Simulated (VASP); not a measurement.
# HfN (Fm-3m) in VASP: single point with PBE

Aim: the single point of HfN with PBE.

Program: VASP 6.6.1. These are calculated values, not measurements. Logs are shortened: lines on timing, memory, paths and dates and some standing lists are left out, and cuts for length are marked.

## 1. The cell of the first run

The structure is cubic, space group Fm-3m (No. 225). The conventional cell has a = 4.548 Å, b = 4.548 Å, c = 4.548 Å, α = 90.00°, β = 90.00°, γ = 90.00°. Within 3.0 Å of Hf (site symmetry m-3m) lie 6 N at 2.27 Å. N (site symmetry m-3m) has 6 Hf at 2.27 Å within 3.0 Å.

## 2. Single point, PBE

INCAR reads:

```
SYSTEM = HfN
ALGO = Normal
EDIFF = 1E-6
ENCUT = 520
GGA = PE
ISIF = 2
ISMEAR = 0
ISYM = 0
LASPH = .True.
LCHARG = .False.
LREAL = .False.
LWAVE = .False.
NBANDS = 14
NELM = 100
PREC = Accurate
SIGMA = 0.1
```

KPOINTS reads:

```
k-points
0
Gamma
  11 11 15
  0 0 0
```

POSCAR reads:

```
HfN
1.0
    3.2157753968      0.0000000000      0.0000000000
    0.0000000000      3.2157753968      0.0000000000
    1.6078876984      1.6078876984      2.2738965898
Hf N
1 1
Direct
    0.0000000000      0.0000000000      0.0000000000
    0.5000000000      0.5000000000      0.0000000000
```

Potentials or basis: VASP PAW PBE potentials, release 64 (Hf_pv, N).

Run with:

```console
$ cat potpaw_PBE.64/Hf_pv/POTCAR potpaw_PBE.64/N/POTCAR > POTCAR
$ mpirun -np 1 vasp_std > vasp.out
```

OUTCAR:

```text
SYSTEM = HfN
   EDIFF = 1E-6
   ENCUT = 520
   GGA = PE
   ISIF = 2
   ISMEAR = 0
   ISYM = 0
   LASPH = .True.
   LREAL = .False.
   NELM = 100
   PREC = Accurate

 ion  position               nearest neighbor table
   1  0.000  0.000  0.000-   2 2.27   2 2.27   2 2.27   2 2.27   2 2.27   2 2.27
   2  0.500  0.500  0.000-   1 2.27   1 2.27   1 2.27   1 2.27   1 2.27   1 2.27

IMPORTANT INFORMATION: All symmetrisations will be switched off!
NOSYMM: (Re-)initialisation of all symmetry stuff for point group C_1.

----------------------------------------------------------------------------------------

                                     Primitive cell

  volume of cell :      23.5148

  direct lattice vectors                    reciprocal lattice vectors
     3.215775397  0.000000000  0.000000000     0.310966991  0.000000000 -0.219886868
     0.000000000  3.215775397  0.000000000     0.000000000  0.310966991 -0.219886868
     1.607887698  1.607887698  2.273896590     0.000000000  0.000000000  0.439773737

  length of vectors
     3.215775397  3.215775397  3.215775397     0.380855228  0.380855228  0.439773737

  position of ions in fractional coordinates (direct lattice)
     0.000000000  0.000000000  0.000000000
     0.500000000  0.500000000  0.000000000

  ion indices of the primitive-cell ions
   primitive index   ion index
                 1           1
                 2           2

----------------------------------------------------------------------------------------

 KPOINTS: k-points

Automatic generation of k-mesh.
 Grid dimensions read from file:
 generate k-points for:   11   11   15

 Generating k-lattice:

  Cartesian coordinates                     Fractional coordinates (reciprocal lattice)
     0.028269726  0.000000000 -0.019989715     0.090909091  0.000000000 -0.000000000
     0.000000000  0.028269726 -0.019989715     0.000000000  0.090909091 -0.000000000
     0.000000000  0.000000000  0.029318249     0.000000000  0.000000000  0.066666667

  Length of vectors
     0.034623203  0.034623203  0.029318249

  Shift w.r.t. Gamma in fractional coordinates (k-lattice)
     0.000000000  0.000000000  0.000000000

 -----------------------------------------------------------------------------
|                                                                             |
|           W    W    AA    RRRRR   N    N  II  N    N   GGGG   !!!           |
|           W    W   A  A   R    R  NN   N  II  NN   N  G    G  !!!           |
|           W    W  A    A  R    R  N N  N  II  N N  N  G       !!!           |
|           W WW W  AAAAAA  RRRRR   N  N N  II  N  N N  G  GGG   !            |
|           WW  WW  A    A  R   R   N   NN  II  N   NN  G    G                |
[... 80 lines left out ...]
   ISMEAR =     0;   SIGMA  =   0.10  broadening in eV -4-tet -1-fermi 0-gaus
   EFERMI_NEDOS =   21; number of points for ismear=-14 and -15
   IALGO  =     38    algorithm
   IMIX   =      4    mixing-type and parameters
     AMIX     =   0.40;   BMIX     =  1.00
     AMIX_MAG =   1.60;   BMIX_MAG =  1.00
  volume/ion in A,a.u.               =      11.76        79.34
  Fermi-wavevector in a.u.,A,eV,Ry     =   1.409260  2.663116 27.021368  1.986015
  Thomas-Fermi vector in A             =   2.531334
   LORBIT       =      0    0 simple, 1 ext, 2 COOP (PROOUT), +10 PAW based schemes
   GGA     = PE    functional components
   LHFCALC =     F    Hartree Fock is set to
   AEXX    =    0.0000 exact exchange contribution
   IVDW    =     0    specifies the selected vdW correction
   LEPSILON=     F    determine dielectric tensor
   LRPA    =     F    only Hartree local field effects (RPA)
 non-spin polarized calculation
 Gauss-broadening in eV      SIGMA  =   0.10
  energy-cutoff  :      520.00
  volume of cell :       23.51
 maximum number of plane-waves:       644
   NGX = 11   NGY = 11   NGZ = 11

 number of electron      15.0000000 magnetization

 Free energy of the ion-electron system (eV)
  ---------------------------------------------------
  ext. energy  EPLUGINS =         0.00000000
  ---------------------------------------------------
  free energy    TOTEN  =       -21.75522156 eV

  energy without entropy =      -21.75151651  energy(sigma->0) =      -21.75336903

 E-fermi :   8.1825     XC(G=0): -12.6292

 val. band max:        8.1765704689   @ k =   0.2727   0.0909   0.0667
 cond. band min:       8.1837447439   @ k =   0.0909   0.3636   0.1333
 fundamental gap:      0.0071742751
 Fermi energy:         8.1824559643

 k-point     1 :       0.0000    0.0000    0.0000
  band No.  band energies     occupation
      1     -23.0245      2.00000
      2     -23.0233      2.00000
      3     -23.0181      2.00000
      4      -9.1822      2.00000
      5       5.2059      2.00000
      6       5.2061      2.00000
      7       5.2086      2.00000
      8       7.8709      1.99999
      9       7.8744      1.99999
     10       7.8749      1.99999
     11       9.8203      0.00000
     12      10.1282      0.00000
     13      10.1323      0.00000
     14      17.7261      0.00000
[... 377 lines left out ...]
      1     -23.7513      2.00000
      2     -23.2257      2.00000
      3     -23.1690      2.00000
      4      -7.2097      2.00000
      5       0.6350      2.00000
      6       2.4888      2.00000
      7       2.9460      2.00000
      8       8.1492      1.36207
      9      12.0155      0.00000
     10      12.2514      0.00000
     11      13.7740      0.00000
     12      14.4993      0.00000
     13      16.9511      0.00000
     14      18.9238      0.00000

 [... further k-points ...]

------------------------ aborting loop because EDIFF is reached ----------------------------------------

  FORCE on cell =-STRESS in cart. coord.  units (eV):
  Direction    XX          YY          ZZ          XY          YZ          ZX
  --------------------------------------------------------------------------------------
  -------------------------------------------------------------------------------------
  Total       -0.3094382     -0.3094383     -0.3978661      0.0142399      0.0089520      0.0089518
  in kB      -21.0834817    -21.0834896    -27.1084947      0.9702339      0.6099386      0.6099292
  external PRESSURE =     -23.0918220 kB  Pullay stress =       0.0000000 kB

 VOLUME and BASIS-vectors are now :
 -----------------------------------------------------------------------------
  energy-cutoff  :      520.00
  volume of cell :       23.51
      direct lattice vectors                 reciprocal lattice vectors
     3.215775397  0.000000000  0.000000000     0.310966991  0.000000000 -0.219886868
     0.000000000  3.215775397  0.000000000     0.000000000  0.310966991 -0.219886868
     1.607887698  1.607887698  2.273896590     0.000000000  0.000000000  0.439773737

 POSITION                                       TOTAL-FORCE (eV/Angst)
 -----------------------------------------------------------------------------------
      0.00000      0.00000      0.00000        -0.000000      0.000000     -0.000000
      1.60789      1.60789      0.00000         0.000000     -0.000000      0.000000
 -----------------------------------------------------------------------------------
    total drift:                                0.000000     -0.000000     -0.000000

  FREE ENERGIE OF THE ION-ELECTRON SYSTEM (eV)
  ---------------------------------------------------
  free  energy   TOTEN  =       -21.7552215551 eV

  energy  without entropy=      -21.7515165069  energy(sigma->0) =      -21.75336903
```

It took 1.8 min on 1 thread of Intel Xeon Platinum 8488C (Sapphire Rapids), shared host; peak memory 0.4 GiB.

Results:

| Quantity | Value |
| --- | --- |
| Free energy | -21.7552 eV |
| Pressure | -2.3 GPa |
| Band gap on the k mesh | zero (an odd number of electrons rules out a gap without spin polarisation) |

Caveat: spin-orbit coupling is left out, which moves the levels of the heavy elements.
